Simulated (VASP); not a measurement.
A run of VASP 6.6.1 is set up as follows.

Contents of POSCAR:

```
YbGa2Rh2
1.0
    0.0000000000      4.1367330000      0.0000000000
    4.1367330000      0.0000000000      0.0000000000
    2.0683670000      2.0683670000     -4.8601440000
Yb Ga Rh
1 2 2
Direct
    0.0000000000      0.0000000000      0.0000000000
    0.3750000000      0.3750000000      0.2500000000
    0.6250000000      0.6250000000      0.7500000000
    0.7500000000      0.2500000000      0.5000000000
    0.2500000000      0.7500000000      0.5000000000
```

File INCAR.step1:

```
  PREC = Accurate
  ENCUT = 520
  ISMEAR = -1
  SIGMA = 0.1
  LREAL = False
  LASPH = True
  NELM = 80
  NBANDS = 48
  GGA = PE
  ALGO = Normal
  EDIFF = 1E-4
  LWAVE = True
  LCHARG = False
```

Contents of INCAR.step2:

```
  PREC = Accurate
  ENCUT = 520
  EDIFF = 1E-7
  ISMEAR = -1
  SIGMA = 0.1
  LREAL = False
  LASPH = True
  NELM = 80
  ALGO = Normal
  ISIF = 2
  LWAVE = False
  LCHARG = True
  METAGGA = R2SCAN
  LMIXTAU = True
  LELF = True
  LVHAR = True
  NBANDS = 48
  ISTART = 1
```

File KPOINTS:

```
Automatic mesh
0
Gamma
  6 6 6
```

Potentials or basis: VASP PAW PBE potentials, release 64 (Yb, Ga_d, Rh_pv).

Run with:

```console
$ cat potpaw_PBE.64/Yb/POTCAR potpaw_PBE.64/Ga_d/POTCAR potpaw_PBE.64/Rh_pv/POTCAR > POTCAR
$ cp INCAR.step1 INCAR
$ mpirun -np 1 vasp_std > vasp.out
$ cp INCAR.step2 INCAR
$ mpirun -np 1 vasp_std > vasp.out
```

**Question.** Estimate the largest force.

**Answer.** 0.117 eV/Å.

**Question.** Predict the band gap on the k mesh.

**Answer.** Zero (band 40 reaches 7.66 eV, above the bottom of band 41 at 6.68 eV).

**Question.** Estimate the pressure.

**Answer.** 9.2 GPa.

Forces in eV/Å, atoms in the order of the input:
```
Yb   0.000  0.000  0.000
Ga   0.000  0.000  0.117
Ga   0.000  0.000 -0.117
Rh   0.000  0.000  0.000
Rh   0.000  0.000  0.000
```

Caveat: the PAW data sets were made with another functional, which shifts forces and pressure a little; spin-orbit coupling is left out, which moves the levels of the heavy elements; without U or exact exchange the open f shell lies at the Fermi level, which spoils levels, moments and volumes. Spin polarisation is off, so any magnetic state and its effect on volume and gap are missing.
